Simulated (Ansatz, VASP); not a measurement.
## WS: VASP beside Ansatz

```xyz
2
Lattice="0.0000 2.8962 2.8962 2.8962 0.0000 2.8962 2.8962 2.8962 0.0000" Properties=species:S:1:pos:R:3 pbc="T T T"
W     0.0000    0.0000    0.0000
S     1.4481    1.4481    1.4481
```

Alike in both runs: functional PBE; k mesh 12 × 12 × 12; occupations gaussian, width 0.1 eV; no spin polarisation; Hubbard terms W d U = 6.2 eV.

Ansatz relaxed the structure, and its values are those at the end. VASP's run is a single point on that final structure, the one shown.

|  | VASP | Ansatz |
| --- | --- | --- |
| version | VASP 6.6.1 | Ansatz 0.2.0 |
| potentials or method | VASP PAW PBE potentials, release 64 (W_sv, S), cutoff 520 eV | scalar-relativistic, plane waves, PAW |
| valence electrons in the cell | 20 | 20 |

```tsv
	VASP	Ansatz	Ansatz less VASP
pressure (GPa)	-7.7	0.0	+7.74
```

The programs project onto different local orbitals, so the same U acts differently, and such runs can settle in different states.

Spin-orbit coupling is off throughout.
